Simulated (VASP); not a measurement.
# Ir (Fm-3m) in VASP: further runs

Runs on Ir. Level: r2SCAN. Tasks: relaxation of cell and atoms, single point.

Program: VASP 6.6.1. These are calculated values, not measurements. Logs are shortened: lines on timing, memory, paths and dates and some standing lists are left out, and cuts for length are marked.

### 1 The cell of the first run

It takes space group Fm-3m (No. 225, cubic). Conventional cell: a = 3.839 Å, b = 3.839 Å, c = 3.839 Å, α = 90.00°, β = 90.00°, γ = 90.00°. Within 3.6 Å of Ir (site symmetry m-3m) lie 12 Ir at 2.71 Å.

### 2 Relaxation of cell and atoms, r2SCAN

Contents of POSCAR:

```
Ir
1.0
    0.0000000000      1.9197000000      1.9197000000
    1.9197000000      0.0000000000      1.9197000000
    1.9197000000      1.9197000000      0.0000000000
Ir
1
Direct
    0.0000000000      0.0000000000      0.0000000000
```

Contents of INCAR.step1:

```
PREC     = Accurate       # precision mode
ENCUT    = 600            # plane-wave cutoff, eV
ISMEAR   = 0              # smearing method
SIGMA    = 0.1            # smearing width, eV
LREAL    = False          # projectors in reciprocal space
LASPH    = True           # aspherical terms in the spheres
NELM     = 100            # most SCF steps
GGA      = PE             # functional
ALGO     = Normal         # electronic algorithm
EDIFF    = 1E-4           # SCF threshold, eV
LWAVE    = True           # write WAVECAR
LCHARG   = False          # write CHGCAR
```

Contents of INCAR.step2:

```
PREC     = Accurate       # precision mode
ENCUT    = 600            # plane-wave cutoff, eV
EDIFF    = 1E-6           # SCF threshold, eV
ISMEAR   = 0              # smearing method
SIGMA    = 0.1            # smearing width, eV
LREAL    = False          # projectors in reciprocal space
LASPH    = True           # aspherical terms in the spheres
NELM     = 100            # most SCF steps
ALGO     = Normal         # electronic algorithm
ISIF     = 3              # what is computed and relaxed
LWAVE    = False          # write WAVECAR
LCHARG   = False          # write CHGCAR
METAGGA  = R2SCAN         # meta-GGA
LMIXTAU  = True         
IBRION   = 2              # ionic algorithm
NSW      = 100            # ionic steps
EDIFFG   = -0.005         # ionic threshold
ISTART   = 1
```

Contents of KPOINTS:

```
Automatic mesh
0
Gamma
  18 18 18
```

Potentials or basis: VASP PAW PBE potentials, release 64 (Ir).

The run is started by

```bash
cat potpaw_PBE.64/Ir/POTCAR > POTCAR
cp INCAR.step1 INCAR
mpirun -np 1 vasp_std > vasp.out
cp INCAR.step2 INCAR
mpirun -np 1 vasp_std > vasp.out
```

OUTCAR:

```text
PREC = Accurate
   ENCUT = 600
   EDIFF = 1E-6
   ISMEAR = 0
   LREAL = False
   LASPH = True
   NELM = 100
   ISIF = 3
   METAGGA = R2SCAN
   IBRION = 2
   NSW = 100
   EDIFFG = -0.005
   ISTART = 1

 ion  position               nearest neighbor table
   1  0.000  0.000  0.000-

  LATTYP: Found a face centered cubic cell.
 ALAT       =     3.8394000000

  Lattice vectors:

 A1 = (   0.0000000000,   1.9197000000,   1.9197000000)
 A2 = (   1.9197000000,   0.0000000000,   1.9197000000)
 A3 = (   1.9197000000,   1.9197000000,   0.0000000000)

Analysis of symmetry for initial positions (statically):
=====================================================================
 Subroutine PRICEL returns:
 Original cell was already a primitive cell.

 Routine SETGRP: Setting up the symmetry group for a
 face centered cubic supercell.

 Subroutine GETGRP returns: Found 48 space group operations
 (whereof 48 operations were pure point group operations)
 out of a pool of 48 trial point group operations.

The static configuration has the point symmetry O_h .

Analysis of symmetry for dynamics (positions and initial velocities):
=====================================================================
 Subroutine PRICEL returns:
 Original cell was already a primitive cell.

 Routine SETGRP: Setting up the symmetry group for a
 face centered cubic supercell.

 Subroutine GETGRP returns: Found 48 space group operations
 (whereof 48 operations were pure point group operations)
 out of a pool of 48 trial point group operations.

The dynamic configuration has the point symmetry O_h .

 Subroutine INISYM returns: Found 48 space group operations
 (whereof 48 operations are pure point group operations),
 and found     1 'primitive' translations

----------------------------------------------------------------------------------------

                                     Primitive cell

  volume of cell :      14.1491

  direct lattice vectors                    reciprocal lattice vectors
     0.000000000  1.919700000  1.919700000    -0.260457363  0.260457363  0.260457363
     1.919700000  0.000000000  1.919700000     0.260457363 -0.260457363  0.260457363
     1.919700000  1.919700000  0.000000000     0.260457363  0.260457363 -0.260457363

  length of vectors
     2.714865776  2.714865776  2.714865776     0.451125386  0.451125386  0.451125386

  position of ions in fractional coordinates (direct lattice)
     0.000000000  0.000000000  0.000000000

  ion indices of the primitive-cell ions
   primitive index   ion index
[... 81 lines left out ...]
   POTIM  = 0.5000    time-step for ionic-motion
   TEBEG  =    0.0;   TEEND  =   0.0 temperature during run
   PSTRESS=    0.0 pullay stress
   NELECT =       9.0000    total number of electrons
   NUPDOWN=      -1.0000    fix difference up-down
   EMIN   =  10.00;   EMAX   =-10.00  energy-range for DOS
   EFERMI =   0.00;   METHOD = LEGACY
   ISMEAR =     0;   SIGMA  =   0.10  broadening in eV -4-tet -1-fermi 0-gaus
   EFERMI_NEDOS =   21; number of points for ismear=-14 and -15
   IALGO  =     38    algorithm
   IMIX   =      4    mixing-type and parameters
     AMIX     =   0.40;   BMIX     =  1.00
     AMIX_MAG =   1.60;   BMIX_MAG =  1.00
  volume/ion in A,a.u.               =      14.15        95.48
  Fermi-wavevector in a.u.,A,eV,Ry     =   1.407923  2.660589 26.970118  1.982248
  Thomas-Fermi vector in A             =   2.530133
   LORBIT       =      0    0 simple, 1 ext, 2 COOP (PROOUT), +10 PAW based schemes
   METAGGA = R2SCAN    functional components
   LHFCALC =     F    Hartree Fock is set to
   AEXX    =    0.0000 exact exchange contribution
   IVDW    =     0    specifies the selected vdW correction
   LEPSILON=     F    determine dielectric tensor
   LRPA    =     F    only Hartree local field effects (RPA)
 conjugate gradient relaxation of ions
 non-spin polarized calculation
 Gauss-broadening in eV      SIGMA  =   0.10
  energy-cutoff  :      600.00
  volume of cell :       14.15
 maximum number of plane-waves:       495
 NGX is ok and might be reduce to    24

--------------------------------------- Ionic step        1  -------------------------------------------

 number of electron       9.0000000 magnetization

 Free energy of the ion-electron system (eV)
  ---------------------------------------------------
  ext. energy  EPLUGINS =         0.00000000
  ---------------------------------------------------
  free energy    TOTEN  =       -52.36849686 eV

  energy without entropy =      -52.36356398  energy(sigma->0) =      -52.36603042

------------------------ aborting loop because EDIFF is reached ----------------------------------------

  FORCE on cell =-STRESS in cart. coord.  units (eV):
  Direction    XX          YY          ZZ          XY          YZ          ZX
  --------------------------------------------------------------------------------------
  -------------------------------------------------------------------------------------
  Total        0.3536833      0.3536833      0.3536833      0.0000000      0.0000000     -0.0000000
  in kB       40.0493057     40.0493057     40.0493057      0.0000000      0.0000000     -0.0000000
  external PRESSURE =      40.0493057 kB  Pullay stress =       0.0000000 kB
[... 22 lines left out ...]
--------------------------------------- Ionic step        2  -------------------------------------------

 number of electron       9.0000001 magnetization

 E-fermi :   9.3487     XC(G=0): -14.9767

 val. band max:        9.3352586198   @ k =   0.3333   0.1111   0.0556
 cond. band min:       9.3559748857   @ k =   0.5000   0.2222   0.1111
 fundamental gap:      0.0207162658
 Fermi energy:         9.3487087671

 k-point     1 :       0.0000    0.0000    0.0000
  band No.  band energies     occupation
      1      -1.6590      2.00000
      2       5.6147      2.00000
      3       5.6147      2.00000
      4       5.6147      2.00000
      5       8.1065      2.00000
      6       8.1065      2.00000
      7      24.5111      0.00000
      8      30.0623      0.00000
[... 287 lines left out ...]
--------------------------------------- Ionic step        3  -------------------------------------------

 number of electron       9.0000000 magnetization

 Free energy of the ion-electron system (eV)
  ---------------------------------------------------
  ext. energy  EPLUGINS =         0.00000000
  ---------------------------------------------------
  free energy    TOTEN  =       -52.37028539 eV

  energy without entropy =      -52.36523811  energy(sigma->0) =      -52.36776175

 E-fermi :  10.0374     XC(G=0): -15.2549

 val. band max:       10.0258593802   @ k =   0.3333   0.1111   0.0556
 cond. band min:      10.0406410162   @ k =   0.5000   0.2222   0.1111
 fundamental gap:      0.0147816360
 Fermi energy:        10.0374354344

 k-point     1 :       0.0000    0.0000    0.0000
  band No.  band energies     occupation
      1      -1.4188      2.00000
      2       6.0582      2.00000
      3       6.0582      2.00000
      4       6.0582      2.00000
      5       8.7228      2.00000
      6       8.7228      2.00000
      7      25.1170      0.00000
      8      30.9161      0.00000
[... 281 lines left out ...]
  FREE ENERGIE OF THE ION-ELECTRON SYSTEM (eV)
  ---------------------------------------------------
  free  energy   TOTEN  =       -52.3702853869 eV

  energy  without entropy=      -52.3652381064  energy(sigma->0) =      -52.36776175

 reached required accuracy - stopping structural energy minimisation
```

OUTCAR.step1:

```text
PREC = Accurate
   ENCUT = 600
   ISMEAR = 0
   LREAL = False
   LASPH = True
   NELM = 100
[... 479 lines left out ...]

 POSITION                                       TOTAL-FORCE (eV/Angst)
 -----------------------------------------------------------------------------------
      0.00000      0.00000      0.00000         0.000000      0.000000      0.000000
 -----------------------------------------------------------------------------------
    total drift:                               -0.000000      0.000000     -0.000000

  FREE ENERGIE OF THE ION-ELECTRON SYSTEM (eV)
  ---------------------------------------------------
  free  energy   TOTEN  =        -8.8430955889 eV

  energy  without entropy=       -8.8379870042  energy(sigma->0) =       -8.84054130
```

It took 4 min on 1 thread of AMD EPYC 7R13, shared host; peak memory 0.18 GiB.

Results:

```
Free energy                           : -52.3703 eV
Relaxed volume                        : 14.30 Å³/atom
Relaxed cell                          : a = 2.724 Å, b = 2.724 Å, c = 2.724 Å, α = 60.00°, β = 60.00°, γ = 60.00°
Space group after relaxing (to 0.1 Å) : Fm-3m (No. 225)
Energy gained by relaxing             : 1.8 meV/atom
Ionic steps                           : 3
Pressure after relaxing               : 0.0 GPa
Band gap on the k mesh                : zero (an odd number of electrons rules out a gap without spin polarisation)
```

The path:
| step | energy change (eV) | largest force (eV/Å) | pressure (GPa) | volume (Å³) |
| --- | --- | --- | --- | --- |
| 1 | 0.0000 | 0.0000 | 4.00 | 14.15 |
| 2 | 0.0247 | 0.0000 | -13.77 | 14.89 |
| 3 | -0.0018 | 0.0000 | -0.04 | 14.30 |

Final structure:
```cif
data_structure
_symmetry_space_group_name_H-M 'P 1'
_symmetry_Int_Tables_number 1
_cell_length_a 2.7243
_cell_length_b 2.7243
_cell_length_c 2.7243
_cell_angle_alpha 60.000
_cell_angle_beta 60.000
_cell_angle_gamma 60.000
_cell_volume 14.30
loop_
_atom_site_label
_atom_site_type_symbol
_atom_site_fract_x
_atom_site_fract_y
_atom_site_fract_z
_atom_site_occupancy
Ir1 Ir 0.00000 0.00000 0.00000 1
```

Caveat: the PAW data sets were made with another functional, which shifts forces and pressure a little; spin-orbit coupling is left out, which moves the levels of the heavy elements. Zero-point motion and thermal expansion aren't in these numbers.

### 3 Single point, r2SCAN

This run uses another cell than the first one: it holds 8 atoms, not 1.

Contents of POSCAR:

```
Ir
1.0
    0.0000000000      3.8442294478      3.8442294478
    3.8442294478      0.0000000000      3.8442294478
    3.8442294478      3.8442294478      0.0000000000
Ir
8
Direct
    0.0000000000      0.0000000000      0.0000000000
    0.0000000000      0.0000000000      0.5000000000
    0.0000000000      0.5000000000      0.0000000000
    0.0000000000      0.5000000000      0.5000000000
    0.5000000000      0.0000000000      0.0000000000
    0.5000000000      0.0000000000      0.5000000000
    0.5000000000      0.5000000000      0.0000000000
    0.5000000000      0.5000000000      0.5000000000
```

Contents of INCAR.step1:

```
SYSTEM = Ir
  PREC = Accurate
  ENCUT = 520
  ISMEAR = 0
  SIGMA = 0.15
  LREAL = .False.
  LASPH = .True.
  NELM = 100
  NBANDS = 46
  GGA = PE
  ALGO = Normal
  EDIFF = 1E-4
  LWAVE = .True.
  LCHARG = .False.
```

Contents of INCAR.step2:

```
SYSTEM = Ir
  PREC = Accurate
  ENCUT = 520
  EDIFF = 1E-6
  ISMEAR = 0
  SIGMA = 0.15
  LREAL = .False.
  LASPH = .True.
  NELM = 100
  ALGO = Normal
  ISIF = 2
  LWAVE = .False.
  LCHARG = .False.
  METAGGA = R2SCAN
  LMIXTAU = .True.
  NBANDS = 46
  ISTART = 1
```

Contents of KPOINTS:

```
Automatic mesh
0
Gamma
  14 14 14
  0 0 0
```

Potentials or basis: VASP PAW PBE potentials, release 64 (Ir).

The run is started by

```bash
cat potpaw_PBE.64/Ir/POTCAR > POTCAR
cp INCAR.step1 INCAR
mpirun -np 1 vasp_std > vasp.out
cp INCAR.step2 INCAR
mpirun -np 1 vasp_std > vasp.out
```

It took 60 min on 1 thread of Oxide Virtual Turin-like, shared host; peak memory 0.48 GiB.

Results (log left out):

- Free energy: -418.9610 eV
- Pressure: 2.5 GPa
- Band gap on the k mesh: zero (bands 36 and 37 overlap by 2.29 eV)

Levels at points of the mesh, in eV from the Fermi level:
```csv
k point,band 33,band 34,band 35,band 36,band 37,band 38,band 39,band 40
"(0.00, 0.00, 0.00)",0.95,0.95,0.95,0.95,0.95,0.95,0.95,1.58
"(0.50, 0.00, 0.00)",-1.04,-1.04,-1.04,-1.04,1.12,1.12,1.12,1.12
"(0.50, 0.50, 0.00)",-1.85,-1.85,-1.35,-1.35,-1.35,-1.35,-0.28,-0.28
```

Caveat: the PAW data sets were made with another functional, which shifts forces and pressure a little; spin-orbit coupling is left out, which moves the levels of the heavy elements.
